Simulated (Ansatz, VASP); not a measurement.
Ta2AlN2: VASP beside Ansatz

```
CELL_PARAMETERS angstrom
4.21575 0.00000 0.00000
0.00000 4.21575 0.00000
0.00000 0.00000 4.43886
ATOMIC_POSITIONS crystal
Ta 0.00000 0.50000 0.86392
Ta 0.50000 0.00000 0.13608
Al 0.00000 0.00000 0.50000
N 0.00000 0.00000 0.18316
N 0.00000 0.00000 0.81684
```

Alike in both runs: task relaxation of cell and atoms; functional PBE; k mesh 4 × 4 × 4; occupations gaussian, width 0.1 eV; no spin polarisation.

|  | VASP | Ansatz |
| --- | --- | --- |
| version | VASP 6.6.1 | Ansatz 0.2.0 |
| potentials or method | VASP PAW PBE potentials, release 64 (Ta_pv, Al, N), cutoff 600 eV | scalar-relativistic, plane waves, PAW |
| valence electrons in the cell | 35 | 39 |

```tsv
	VASP	Ansatz	Ansatz less VASP
gap on the k mesh at the Fermi level, each at its own relaxed structure (eV)	none	none	-
relaxed volume (Å³/atom)	17.36	17.44	+0.074
relaxed cell length with the largest relative difference (Å)	6.096	6.170	+0.0736
```

A gap of «none» marks a metal or a gap that the smearing closes. VASP's potentials hold 35 valence electrons a cell and Ansatz's 39, so a difference there can come from the potentials and not from the codes.

The k mesh is coarse, so the values compare programs but aren't converged. Neither program's run includes spin-orbit coupling.
